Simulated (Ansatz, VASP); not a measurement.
**AlP: VASP beside Ansatz**

File POSCAR:

```
AlP
1.0
    0.0000000000      2.6570794904      2.6570794904
    2.6570794904      0.0000000000      2.6570794904
    2.6570794904      2.6570794904      0.0000000000
Al P
1 1
Direct
    0.0000000000      0.0000000000      0.0000000000
    0.2500000000      0.2500000000      0.2500000000
```

INCAR.step1

```
SYSTEM = AlP
  ALGO = Normal
  EDIFF = 1E-5
  ENCUT = 550
  GGA = PE
  GGA_COMPAT = .False.
  ISMEAR = 0
  LASPH = .True.
  LCHARG = .False.
  LREAL = .False.
  LWAVE = .True.
  NBANDS = 11
  NELM = 120
  PREC = Accurate
  SIGMA = 0.01
```

Contents of INCAR.step2:

```
SYSTEM = AlP
  ALGO = Normal
  EDIFF = 1E-6
  ENCUT = 550
  GGA_COMPAT = .False.
  ISIF = 2
  ISMEAR = 0
  ISTART = 1
  LASPH = .True.
  LCHARG = .False.
  LMIXTAU = .True.
  LREAL = .False.
  LWAVE = .False.
  METAGGA = R2SCAN
  NBANDS = 11
  NELM = 120
  PREC = Accurate
  SIGMA = 0.01
```

File KPOINTS:

```
k-points
0
Gamma
  8 8 8
  0 0 0
```

Input for Ansatz:

```yaml
crystal:
  lattice:
    - [0.0, 2.6570794904, 2.6570794904]
    - [2.6570794904, 0.0, 2.6570794904]
    - [2.6570794904, 2.6570794904, 0.0]
  atoms:
    - { symbol: Al, position: [0.0, 0.0, 0.0] }
    - { symbol: P, position: [0.25, 0.25, 0.25] }
kpoints:
  mp_grid: { grid: [8, 8, 8] }
  band_path:
    path:
      - [0.0, 0.0, 0.0]
      - [-0.5, -0.5, 0.0]
      - [-0.375, -0.375, 0.25]
      - [-0.375, 0.0, 0.375]
      - [0.0, 0.0, 0.5]
      - [-0.5, -0.25, 0.25]
      - [0.0, 0.5, 0.5]
    npoints: 1
hamiltonian:
  xc: r2scan
scf:
  occupations: { method: fixed }
  n_extra_bands: 4
output:
  forces: true
  stress: true
  eigenvalues: true
```

Change from the starting cell: hydrostatic strain -3.0%.

Alike in both runs: task single point; functional r2SCAN; k mesh 8 × 8 × 8; no spin polarisation.

```csv
,VASP,Ansatz
version,VASP 6.6.1,Ansatz 0.2.0
potentials or method,"VASP PAW PBE potentials, release 64 (Al, P)","plane waves, PAW"
plane-wave cutoff (eV),550,500
occupations,"gaussian, width 0.01 eV",fixed
valence electrons in the cell,8,8
```

VASP gave:

| Item | Value |
| --- | --- |
| gap on the k mesh at the Fermi level (eV) | 1.75 |
| pressure (GPa) | 9.6 |

Problem. Estimate Ansatz's values.

Solution. gap on the k mesh at the Fermi level (eV): 1.75; pressure (GPa): 10.0.

VASP's potentials were made for PBE, not for r2SCAN.
